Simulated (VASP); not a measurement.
# GaN (R3m) in VASP: a series of runs

Runs on GaN. Level: r2SCAN. Tasks: single point.

Everything below comes from runs of VASP 6.6.1. Logs are shortened: lines on timing, memory, paths and dates and some standing lists are left out, and cuts for length are marked.

## Step 1: The cell of the first run

The structure is trigonal, space group R3m (No. 160). Conventional cell: a = 3.180 Å, b = 3.180 Å, c = 7.791 Å, α = 90.00°, β = 90.00°, γ = 120.00°. Within 2.6 Å of Ga (site symmetry 3m) lie 4 N at 1.92 to 2.02 Å. N (site symmetry 3m) has 4 Ga at 1.92 to 2.02 Å within 2.6 Å.

## Step 2: Single point, r2SCAN

Input file POSCAR:

```
GaN
1.0
    0.0000000000      2.2489367673      2.2489367673
    2.2489367673      0.0000000000      2.2489367673
    2.2489367673      2.2489367673      0.0000000000
Ga N
1 1
Direct
    0.0000000000      0.0000000000      0.0000000000
    0.7788811612      0.7403729463      0.7403729463
```

Input file INCAR.step1:

```
SYSTEM = GaN
ALGO = Normal ; EDIFF = 1E-5
ENCUT = 1460 ; GGA = PE
GGA_COMPAT = .False. ; ISMEAR = 0
LASPH = .True. ; LCHARG = .False.
LREAL = .False. ; LWAVE = .True.
NBANDS = 16 ; NELM = 120
PREC = Accurate ; SIGMA = 0.05
```

Input file INCAR.step2:

```
SYSTEM = GaN
ALGO = Normal ; EDIFF = 1E-6
ENCUT = 1460 ; GGA_COMPAT = .False.
ISIF = 2 ; ISMEAR = 0
ISTART = 1 ; LASPH = .True.
LCHARG = .True. ; LELF = .True.
LMIXTAU = .True. ; LREAL = .False.
LVHAR = .True. ; LWAVE = .False.
METAGGA = R2SCAN ; NBANDS = 16
NELM = 120 ; PREC = Accurate
SIGMA = 0.05
```

Input file KPOINTS:

```
k-points
0
Gamma
  10 10 10
  0 0 0
```

Potentials or basis: VASP PAW PBE potentials, release 64 (Ga_d, N_h).

Command:

```console
$ cat potpaw_PBE.64/Ga_d/POTCAR potpaw_PBE.64/N_h/POTCAR > POTCAR
$ cp INCAR.step1 INCAR
$ mpirun -np 1 vasp_std > vasp.out
$ cp INCAR.step2 INCAR
$ mpirun -np 1 vasp_std > vasp.out
```

OUTCAR:

```text
SYSTEM = GaN
   EDIFF = 1E-6
   ENCUT = 1460
   ISIF = 2
   ISMEAR = 0
   ISTART = 1
   LASPH = .True.
   LREAL = .False.
   METAGGA = R2SCAN
   NELM = 120
   PREC = Accurate

 ion  position               nearest neighbor table
   1  0.000  0.000  0.000-   2 1.92   2 1.92   2 1.92   2 2.02
   2  0.779  0.740  0.740-   1 1.92   1 1.92   1 1.92   1 2.02

  LATTYP: Found a face centered cubic cell.
 ALAT       =     4.4978735346

  Lattice vectors:

 A1 = (   0.0000000000,   2.2489367673,   2.2489367673)
 A2 = (   2.2489367673,   0.0000000000,   2.2489367673)
 A3 = (   2.2489367673,   2.2489367673,   0.0000000000)

Analysis of symmetry for initial positions (statically):
=====================================================================
 Subroutine PRICEL returns:
 Original cell was already a primitive cell.

 Routine SETGRP: Setting up the symmetry group for a
 face centered cubic supercell.

 Subroutine GETGRP returns: Found  6 space group operations
 (whereof  6 operations were pure point group operations)
 out of a pool of 48 trial point group operations.

The static configuration has the point symmetry C_3v.

Analysis of symmetry for dynamics (positions and initial velocities):
=====================================================================
 Subroutine PRICEL returns:
 Original cell was already a primitive cell.

 Routine SETGRP: Setting up the symmetry group for a
 face centered cubic supercell.

 Subroutine GETGRP returns: Found  6 space group operations
 (whereof  6 operations were pure point group operations)
 out of a pool of 48 trial point group operations.

The dynamic configuration has the point symmetry C_3v.

 Subroutine INISYM returns: Found  6 space group operations
 (whereof  6 operations are pure point group operations),
 and found     1 'primitive' translations

----------------------------------------------------------------------------------------

                                     Primitive cell

  volume of cell :      22.7490

  direct lattice vectors                    reciprocal lattice vectors
     0.000000000  2.248936767  2.248936767    -0.222327283  0.222327283  0.222327283
     2.248936767  0.000000000  2.248936767     0.222327283 -0.222327283  0.222327283
     2.248936767  2.248936767  0.000000000     0.222327283  0.222327283 -0.222327283

  length of vectors
     3.180476877  3.180476877  3.180476877     0.385082149  0.385082149  0.385082149
[... 80 lines left out ...]
   NELM   =    120;   NELMIN=  2; NELMDL=  0     # of ELM steps
   EDIFF  = 0.1E-05   stopping-criterion for ELM
   LREAL  =      F    real-space projection
   EDIFFG = 0.1E-04   stopping-criterion for IOM
   NSW    =      0    number of steps for IOM
   IBRION =     -1    ionic relax: 0-MD 1-quasi-New 2-CG
   NFREE  =      0    steps in history (QN), initial steepest desc. (CG)
   ISIF   =      2    stress and relaxation
   ISYM   =      2    0-nonsym 1-usesym 2-fastsym
   POTIM  = 0.5000    time-step for ionic-motion
   TEBEG  =    0.0;   TEEND  =   0.0 temperature during run
   PSTRESS=    0.0 pullay stress
   NELECT =      18.0000    total number of electrons
   NUPDOWN=      -1.0000    fix difference up-down
   EMIN   =  10.00;   EMAX   =-10.00  energy-range for DOS
   EFERMI =   0.00;   METHOD = LEGACY
   ISMEAR =     0;   SIGMA  =   0.05  broadening in eV -4-tet -1-fermi 0-gaus
   EFERMI_NEDOS =   21; number of points for ismear=-14 and -15
   IALGO  =     38    algorithm
   IMIX   =      4    mixing-type and parameters
     AMIX     =   0.40;   BMIX     =  1.00
     AMIX_MAG =   1.60;   BMIX_MAG =  1.00
  volume/ion in A,a.u.               =      11.37        76.76
  Fermi-wavevector in a.u.,A,eV,Ry     =   1.514183  2.861391 31.194768  2.292751
  Thomas-Fermi vector in A             =   2.623875
   LORBIT       =      0    0 simple, 1 ext, 2 COOP (PROOUT), +10 PAW based schemes
   METAGGA = R2SCAN    functional components
   LHFCALC =     F    Hartree Fock is set to
   AEXX    =    0.0000 exact exchange contribution
   IVDW    =     0    specifies the selected vdW correction
   LEPSILON=     F    determine dielectric tensor
   LRPA    =     F    only Hartree local field effects (RPA)
 non-spin polarized calculation
 Gauss-broadening in eV      SIGMA  =   0.05
  energy-cutoff  :     1460.00
  volume of cell :       22.75
 maximum number of plane-waves:      2900
   NGX = 19   NGY = 19   NGZ = 19

 number of electron      17.9999999 magnetization

 Free energy of the ion-electron system (eV)
  ---------------------------------------------------
  ext. energy  EPLUGINS =         0.00000000
  ---------------------------------------------------
  free energy    TOTEN  =       -21.86789213 eV

  energy without entropy =      -21.86789213  energy(sigma->0) =      -21.86789213

 E-fermi :   5.8427     XC(G=0): -12.6610

 val. band max:        5.5261620623   @ k =   0.0000   0.0000   0.0000
 cond. band min:       7.5402158828   @ k =   0.0000   0.0000   0.0000
 fundamental gap:      2.0140538206
 Fermi energy:         5.8427497823

 k-point     1 :       0.0000    0.0000    0.0000
  band No.  band energies     occupation
      1     -11.4219      2.00000
      2      -8.4791      2.00000
      3      -8.4791      2.00000
      4      -8.4258      2.00000
      5      -8.1086      2.00000
      6      -8.1086      2.00000
[... 433 lines left out ...]
      3      -8.3413      2.00000
      4      -8.0895      2.00000
      5      -8.0566      2.00000
      6      -6.9417      2.00000
[... 8 lines left out ...]
     15      25.3480      0.00000
     16      26.1223      0.00000

 [... further k-points ...]

------------------------ aborting loop because EDIFF is reached ----------------------------------------

  FORCE on cell =-STRESS in cart. coord.  units (eV):
  Direction    XX          YY          ZZ          XY          YZ          ZX
  --------------------------------------------------------------------------------------
  -------------------------------------------------------------------------------------
  Total        0.2330643      0.2330643      0.2330643      0.3125500     -0.3125500      0.3125500
  in kB       16.4143858     16.4143858     16.4143858     22.0124466    -22.0124466     22.0124466
  external PRESSURE =      16.4143858 kB  Pullay stress =       0.0000000 kB

 VOLUME and BASIS-vectors are now :
 -----------------------------------------------------------------------------
  energy-cutoff  :     1460.00
  volume of cell :       22.75
      direct lattice vectors                 reciprocal lattice vectors
     0.000000000  2.248936767  2.248936767    -0.222327283  0.222327283  0.222327283
     2.248936767  0.000000000  2.248936767     0.222327283 -0.222327283  0.222327283
     2.248936767  2.248936767  0.000000000     0.222327283  0.222327283 -0.222327283

 POSITION                                       TOTAL-FORCE (eV/Angst)
 -----------------------------------------------------------------------------------
      0.00000      0.00000      0.00000        -0.465182      0.465182      0.465182
      3.33010      3.41671      3.41671         0.465182     -0.465182     -0.465182
 -----------------------------------------------------------------------------------
    total drift:                                0.001038     -0.001039     -0.001039

  FREE ENERGIE OF THE ION-ELECTRON SYSTEM (eV)
  ---------------------------------------------------
  free  energy   TOTEN  =       -21.8678921316 eV

  energy  without entropy=      -21.8678921316  energy(sigma->0) =      -21.86789213
```

OUTCAR.step1:

```text
SYSTEM = GaN
   EDIFF = 1E-5
   ENCUT = 1460
   GGA = PE
   ISMEAR = 0
   LASPH = .True.
   LREAL = .False.
[... 676 lines left out ...]
      0.00000      0.00000      0.00000        -0.444354      0.444354      0.444354
      3.33010      3.41671      3.41671         0.444354     -0.444354     -0.444354
 -----------------------------------------------------------------------------------
    total drift:                               -0.000128      0.000127      0.000127

  FREE ENERGIE OF THE ION-ELECTRON SYSTEM (eV)
  ---------------------------------------------------
  free  energy   TOTEN  =       -12.1168017570 eV

  energy  without entropy=      -12.1168017570  energy(sigma->0) =      -12.11680176
```

OSZICAR.step1:

```text
N       E                     dE             d eps       ncg     rms          rms(c)
DAV:   1     0.139884241800E+03    0.13988E+03   -0.16028E+04  4048   0.371E+03
DAV:   2     0.758647024012E+00   -0.13913E+03   -0.12734E+03  4200   0.537E+02
DAV:   3    -0.138124184773E+02   -0.14571E+02   -0.14320E+02  4304   0.110E+02
DAV:   4    -0.141285672189E+02   -0.31615E+00   -0.31573E+00  4568   0.166E+01
DAV:   5    -0.141332176930E+02   -0.46505E-02   -0.46503E-02  4576   0.180E+00    0.772E+00
DAV:   6    -0.121206744946E+02    0.20125E+01   -0.50263E+00  5632   0.401E+01    0.208E+00
DAV:   7    -0.121234535887E+02   -0.27791E-02   -0.27636E-01  3984   0.617E+00    0.134E+00
DAV:   8    -0.121191317268E+02    0.43219E-02   -0.52136E-02  4296   0.322E+00    0.373E-01
DAV:   9    -0.121166083131E+02    0.25234E-02   -0.91154E-03  5664   0.234E+00    0.808E-02
DAV:  10    -0.121168270179E+02   -0.21870E-03   -0.90780E-04  4416   0.453E-01    0.351E-02
DAV:  11    -0.121168004297E+02    0.26588E-04   -0.14652E-04  5704   0.199E-01    0.771E-03
DAV:  12    -0.121168017570E+02   -0.13274E-05   -0.16070E-05  3792   0.587E-02
   1 F= -.12116802E+02 E0= -.12116802E+02  d E =-.402818E-22
```

It took 4.4 min on 1 thread of Intel Xeon 6975P-C (Granite Rapids), shared host; peak memory 0.41 GiB.

Results:

```yaml
Free_energy: -21.8679 eV
Pressure: 1.6 GPa
Largest_force: 0.806 eV/Å
Band_gap_on_the_k_mesh: 2.01 eV
```

Forces in eV/Å, atoms in the order of the input:
```
Ga  -0.465  0.465  0.465
N    0.465 -0.465 -0.465
```

Stress tensor (GPa, compression positive):
```
 1.64  2.20  2.20
 2.20  1.64 -2.20
 2.20 -2.20  1.64
```

Caveat: the cell differs from its parent crystal (all N atoms moved -0.075 Å, as atom 2 towards its neighbour atom 1 (Ga) at 1.948 Å); the PAW data sets were made with another functional, which shifts forces and pressure a little.

(Continued in part 2 of 2.)
